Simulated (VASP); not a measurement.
MnPt2, 3 atoms in the cell. The structure is trigonal, space group P-3m1 (No. 164). Conventional cell: a = 2.858 Å, b = 2.858 Å, c = 6.533 Å, α = 90.00°, β = 90.00°, γ = 120.00°. Within 3.5 Å of Pt (site symmetry 3m) lie 3 Mn at 2.64 Å and 9 Pt at 2.86 to 2.91 Å. Mn (site symmetry -3m) has 6 Pt at 2.64 Å and 6 Mn at 2.86 Å within 3.5 Å. 

```yaml
Program: VASP 6.6.1
Task: single point
Functional: HSE06
Potentials_or_basis: VASP PAW PBE potentials, release 64 (Pt, Mn_pv)
Cutoff: 400 eV
k_mesh: 6 × 6 × 2
Occupations: fermi-dirac, width 0.05 eV
Spin: collinear spin, ferromagnetic start
Starting_moments: "[0.0, 0.0, 4.0] μB"
Dipole_correction: no
Grid_for_exact_exchange_PRECFOCK: Normal
Further_INCAR_settings: ALGO = Normal; EDIFF = 1e-06; NBANDS = 28
Share_of_exact_exchange: 0.25
Screening_parameter: 0.2079 1/Å
```

Potentials or basis: VASP PAW PBE potentials, release 64 (Pt, Mn_pv).

Launch:

```console
$ cat potpaw_PBE.64/Pt/POTCAR potpaw_PBE.64/Mn_pv/POTCAR > POTCAR
$ cp INCAR.step1 INCAR
$ mpirun -np 4 vasp_std > vasp.out
$ cp INCAR.step2 INCAR
$ mpirun -np 4 vasp_std > vasp.out
```

Hardware: 4 MPI ranks on Intel(R) Xeon(R) Platinum 8259CL CPU @ 2.50GHz (Skylake/Cascade Lake) (shared host).

Q: Estimate the wall time of this run.

A: It took 21 min on 4 MPI ranks on Intel(R) Xeon(R) Platinum 8259CL CPU @ 2.50GHz (Skylake/Cascade Lake), on a shared host, peak memory 0.28 GiB a rank. Counts: k points 14.
